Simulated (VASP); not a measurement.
# Rh (I4/mmm) in VASP: further runs

Runs on Rh. Level: LDA. Tasks: single point.

Everything below comes from runs of VASP 6.6.1. Logs are shortened: lines on timing, memory, paths and dates and some standing lists are left out, and cuts for length are marked.

### Step 1. The cell of the first run

Symmetry: I4/mmm, No. 139, tetragonal system. Conventional cell: a = 2.816 Å, b = 2.816 Å, c = 3.159 Å, α = 90.00°, β = 90.00°, γ = 90.00°. Within 3.4 Å of Rh (site symmetry 4/mmm) lie 14 Rh at 2.54 to 3.16 Å.

### Step 2. Single point, LDA (12.52 Å³/atom)

Contents of INCAR:

```
SYSTEM = Rh
  PREC = Accurate
  ENCUT = 520
  EDIFF = 1E-6
  ISMEAR = 0
  SIGMA = 0.15
  LREAL = .FALSE.
  LASPH = .TRUE.
  NELM = 80
  ALGO = Fast
  ISIF = 2
  LWAVE = .FALSE.
  LCHARG = .FALSE.
  NBANDS = 14
```

Contents of KPOINTS:

```
regular mesh
0
G
  22 22 22
  0 0 0
```

Contents of POSCAR:

```
Rh
1.0
    0.0000000000      1.9910191543      1.5792763932
    1.9910191543      0.0000000000      1.5792763932
    1.9910191543      1.9910191543      0.0000000000
Rh
1
Direct
    0.0000000000      0.0000000000      0.0000000000
```

Potentials or basis: VASP PAW LDA potentials, release 64 (Rh_pv).

On the command line:

```
cat potpaw_LDA.64/Rh_pv/POTCAR > POTCAR
mpirun -np 1 vasp_std > vasp.out
```

OUTCAR:

```text
SYSTEM = Rh
   PREC = Accurate
   ENCUT = 520
   EDIFF = 1E-6
   ISMEAR = 0
   LREAL = .FALSE.
   LASPH = .TRUE.
   NELM = 80
   ISIF = 2

 ion  position               nearest neighbor table
   1  0.000  0.000  0.000-

  LATTYP: Found a body centered tetragonal cell.
 ALAT       =     2.8157262910
 C/A-ratio  =     1.1217541977

  Lattice vectors:

 A1 = (   0.0000000000,  -1.9910191543,  -1.5792763932)
 A2 = (   0.0000000000,   1.9910191543,  -1.5792763932)
 A3 = (   1.9910191543,   0.0000000000,   1.5792763932)

Analysis of symmetry for initial positions (statically):
=====================================================================
 Subroutine PRICEL returns:
 Original cell was already a primitive cell.

 Routine SETGRP: Setting up the symmetry group for a
 body centered tetragonal supercell.

 Subroutine GETGRP returns: Found 16 space group operations
 (whereof 16 operations were pure point group operations)
 out of a pool of 16 trial point group operations.

The static configuration has the point symmetry D_4h.

Analysis of symmetry for dynamics (positions and initial velocities):
=====================================================================
 Subroutine PRICEL returns:
 Original cell was already a primitive cell.

 Routine SETGRP: Setting up the symmetry group for a
 body centered tetragonal supercell.

 Subroutine GETGRP returns: Found 16 space group operations
 (whereof 16 operations were pure point group operations)
 out of a pool of 16 trial point group operations.

The dynamic configuration has the point symmetry D_4h.

 Subroutine INISYM returns: Found 16 space group operations
 (whereof 16 operations are pure point group operations),
 and found     1 'primitive' translations

----------------------------------------------------------------------------------------

                                     Primitive cell

  volume of cell :      12.5210

  direct lattice vectors                    reciprocal lattice vectors
     0.000000000  1.991019154  1.579276393    -0.251127669  0.251127669  0.316600693
     1.991019154  0.000000000  1.579276393     0.251127669 -0.251127669  0.316600693
     1.991019154  1.991019154  0.000000000     0.251127669  0.251127669 -0.316600693

  length of vectors
     2.541312889  2.541312889  2.815726291     0.475779583  0.475779583  0.475779583

  position of ions in fractional coordinates (direct lattice)
     0.000000000  0.000000000  0.000000000

  ion indices of the primitive-cell ions
   primitive index   ion index
                 1           1

----------------------------------------------------------------------------------------

 KPOINTS: regular mesh

Automatic generation of k-mesh.
 Grid dimensions read from file:
 generate k-points for:   22   22   22

 Generating k-lattice:

  Cartesian coordinates                     Fractional coordinates (reciprocal lattice)
    -0.011414894  0.011414894  0.014390941     0.045454545  0.000000000  0.000000000
     0.011414894 -0.011414894  0.014390941     0.000000000  0.045454545  0.000000000
     0.011414894  0.011414894 -0.014390941    -0.000000000 -0.000000000  0.045454545

  Length of vectors
     0.021626345  0.021626345  0.021626345

  Shift w.r.t. Gamma in fractional coordinates (k-lattice)
     0.000000000  0.000000000  0.000000000

 Subroutine IBZKPT returns following result:
 ===========================================

 Found    834 irreducible k-points:

 Following reciprocal coordinates:
            Coordinates               Weight
  0.000000  0.000000  0.000000      1.000000
  0.045455 -0.000000  0.000000      8.000000
  0.090909 -0.000000  0.000000      8.000000
  0.136364  0.000000  0.000000      8.000000
  0.181818  0.000000  0.000000      8.000000
  0.227273  0.000000  0.000000      8.000000
[... 16 lines left out ...]
  0.500000  0.045455  0.000000      8.000000
 -0.454545  0.045455  0.000000      8.000000
 [... further k-points ...]
   k-points           NKPTS =    834   k-points in BZ     NKDIM =    834   number of bands    NBANDS=     14
   number of dos      NEDOS =    301   number of ions     NIONS =      1
   total plane-waves  NPLWV =   9600
   dimension x,y,z NGX =    20 NGY =   20 NGZ =   24
   dimension x,y,z NGXF=    40 NGYF=   40 NGZF=   48
   ions per type =               1
   NGX,Y,Z   is equivalent  to a cutoff of  13.08, 13.08, 14.17 a.u.
   NGXF,Y,Z  is equivalent  to a cutoff of  26.17, 26.17, 28.34 a.u.
 SYSTEM =  Rh
   PREC   = accura    normal or accurate (medium, high low for compatibility)
   ISTART =      0    job   : 0-new  1-cont  2-samecut
   ICHARG =      2    charge: 1-file 2-atom 10-const
   ISPIN  =      1    spin polarized calculation?
   LNONCOLLINEAR =      F non collinear calculations
   LSORBIT =      F    spin-orbit coupling
   LASPH  =      T    aspherical Exc in radial PAW
   ENCUT  =  520.0 eV  38.22 Ry    6.18 a.u.   4.73  4.73  5.24*2*pi/ulx,y,z
   NELM   =     80;   NELMIN=  2; NELMDL= -5     # of ELM steps
   EDIFF  = 0.1E-05   stopping-criterion for ELM
   LREAL  =      F    real-space projection
   EDIFFG = 0.1E-04   stopping-criterion for IOM
   NSW    =      0    number of steps for IOM
   IBRION =     -1    ionic relax: 0-MD 1-quasi-New 2-CG
   NFREE  =      0    steps in history (QN), initial steepest desc. (CG)
   ISIF   =      2    stress and relaxation
   ISYM   =      2    0-nonsym 1-usesym 2-fastsym
   POTIM  = 0.5000    time-step for ionic-motion
   TEBEG  =    0.0;   TEEND  =   0.0 temperature during run
   PSTRESS=    0.0 pullay stress
   NELECT =      15.0000    total number of electrons
   NUPDOWN=      -1.0000    fix difference up-down
   EMIN   =  10.00;   EMAX   =-10.00  energy-range for DOS
   EFERMI =   0.00;   METHOD = LEGACY
   ISMEAR =     0;   SIGMA  =   0.15  broadening in eV -4-tet -1-fermi 0-gaus
   EFERMI_NEDOS =   21; number of points for ismear=-14 and -15
   IALGO  =     68    algorithm
   IMIX   =      4    mixing-type and parameters
     AMIX     =   0.40;   BMIX     =  1.00
     AMIX_MAG =   1.60;   BMIX_MAG =  1.00
  volume/ion in A,a.u.               =      12.52        84.50
  Fermi-wavevector in a.u.,A,eV,Ry     =   1.738704  3.285674 41.131644  3.023091
  Thomas-Fermi vector in A             =   2.811685
   LORBIT       =      0    0 simple, 1 ext, 2 COOP (PROOUT), +10 PAW based schemes
   GGA     = CA    functional components
   LHFCALC =     F    Hartree Fock is set to
   AEXX    =    0.0000 exact exchange contribution
   IVDW    =     0    specifies the selected vdW correction
   LEPSILON=     F    determine dielectric tensor
   LRPA    =     F    only Hartree local field effects (RPA)
 non-spin polarized calculation
 RMM-DIIS sequential band-by-band and
 Gauss-broadening in eV      SIGMA  =   0.15
  energy-cutoff  :      520.00
  volume of cell :       12.52
 maximum number of plane-waves:       346
   NGX =  9   NGY =  9   NGZ = 11

 number of electron      15.0000001 magnetization

 Free energy of the ion-electron system (eV)
  ---------------------------------------------------
  ext. energy  EPLUGINS =         0.00000000
  ---------------------------------------------------
  free energy    TOTEN  =        -8.32463304 eV

  energy without entropy =       -8.30562779  energy(sigma->0) =       -8.31513041

 E-fermi :  13.3883     XC(G=0): -14.9447

 val. band max:       13.3863893354   @ k =   0.4545   0.0455   0.4091
 cond. band min:      13.3884495035   @ k =  -0.4091   0.1364   0.2727
 fundamental gap:      0.0020601681
 Fermi energy:        13.3883296353

 k-point     1 :       0.0000    0.0000    0.0000
  band No.  band energies     occupation
      1     -32.7286      2.00000
      2     -32.7286      2.00000
      3     -32.6083      2.00000
      4       4.7998      2.00000
      5       9.5967      2.00000
      6       9.5967      2.00000
      7      10.6403      2.00000
      8      11.8403      2.00000
      9      13.2623      1.76510
     10      30.4149      0.00000
     11      32.8009      0.00000
     12      32.8009      0.00000
     13      33.8367      0.00000
     14      42.5363      0.00000

 k-point     2 :       0.0455   -0.0000    0.0000
  band No.  band energies     occupation
      1     -32.7416      2.00000
      2     -32.7347      2.00000
      3     -32.6177      2.00000
      4       4.8943      2.00000
      5       9.5991      2.00000
      6       9.6252      2.00000
      7      10.6493      2.00000
      8      11.8132      2.00000
      9      13.2328      1.85750
     10      30.5382      0.00000
     11      32.7966      0.00000
     12      32.9424      0.00000
     13      33.8367      0.00000
     14      40.9619      0.00000

 k-point     3 :       0.0909   -0.0000    0.0000
  band No.  band energies     occupation
      1     -32.7890      2.00000
      2     -32.7524      2.00000
      3     -32.6354      2.00000
      4       5.1685      2.00000
      5       9.6025      2.00000
      6       9.6736      2.00000
      7      10.7158      2.00000
      8      11.7461      2.00000
      9      13.1561      1.97146
     10      30.8691      0.00000
     11      32.7109      0.00000
     12      33.3600      0.00000
     13      33.8366      0.00000
     14      39.7742      0.00000
[... 324 lines left out ...]
 k-point    23 :       0.5000    0.0455    0.0000
  band No.  band energies     occupation
      1     -33.7202      2.00000
      2     -33.0303      2.00000
      3     -32.6809      2.00000
      4       6.5745      2.00000
      5       8.6129      2.00000
      6      11.6178      2.00000
      7      12.7709      2.00000
      8      15.0242      0.00000
      9      15.0753      0.00000
     10      23.5216      0.00000
     11      28.5790      0.00000
     12      33.6482      0.00000
     13      33.8379      0.00000
     14      38.3276      0.00000

 k-point    24 :      -0.4545    0.0455    0.0000
  band No.  band energies     occupation
      1     -33.7046      2.00000
      2     -33.0238      2.00000
      3     -32.6828      2.00000
      4       6.6030      2.00000
      5       8.6312      2.00000
      6      11.5250      2.00000
      7      12.8706      2.00000
      8      14.8221      0.00000
      9      14.8636      0.00000
     10      23.8394      0.00000
     11      28.6579      0.00000
     12      33.8380      0.00000
     13      33.9533      0.00000
     14      38.2686      0.00000

 [... further k-points ...]

------------------------ aborting loop because EDIFF is reached ----------------------------------------

  FORCE on cell =-STRESS in cart. coord.  units (eV):
  Direction    XX          YY          ZZ          XY          YZ          ZX
  --------------------------------------------------------------------------------------
  -------------------------------------------------------------------------------------
  Total        1.2172799      1.2172799      4.0413791      0.0000000     -0.0000000      0.0000000
  in kB      155.7621818    155.7621818    517.1316959      0.0000000     -0.0000000      0.0000000
  external PRESSURE =     276.2186865 kB  Pullay stress =       0.0000000 kB

 VOLUME and BASIS-vectors are now :
 -----------------------------------------------------------------------------
  energy-cutoff  :      520.00
  volume of cell :       12.52
      direct lattice vectors                 reciprocal lattice vectors
     0.000000000  1.991019154  1.579276393    -0.251127669  0.251127669  0.316600693
     1.991019154  0.000000000  1.579276393     0.251127669 -0.251127669  0.316600693
     1.991019154  1.991019154  0.000000000     0.251127669  0.251127669 -0.316600693

 POSITION                                       TOTAL-FORCE (eV/Angst)
 -----------------------------------------------------------------------------------
      0.00000      0.00000      0.00000        -0.000000      0.000000      0.000000
 -----------------------------------------------------------------------------------
    total drift:                                0.000000     -0.000000      0.000000

  FREE ENERGIE OF THE ION-ELECTRON SYSTEM (eV)
  ---------------------------------------------------
  free  energy   TOTEN  =        -8.3246330419 eV

  energy  without entropy=       -8.3056277875  energy(sigma->0) =       -8.31513041
```

Wall time 86 s (1 thread of Intel Xeon Platinum 8559C (Emerald Rapids), shared host); peak memory 0.24 GiB.

What came out:

```
Free energy            : -8.3246 eV
Pressure               : 27.6 GPa
Band gap on the k mesh : zero (an odd number of electrons rules out a gap without spin polarisation)
```

Caveat: the stress differs along the axes, from 16 to 52 GPa.

(Part 1 of 2 ends here.)
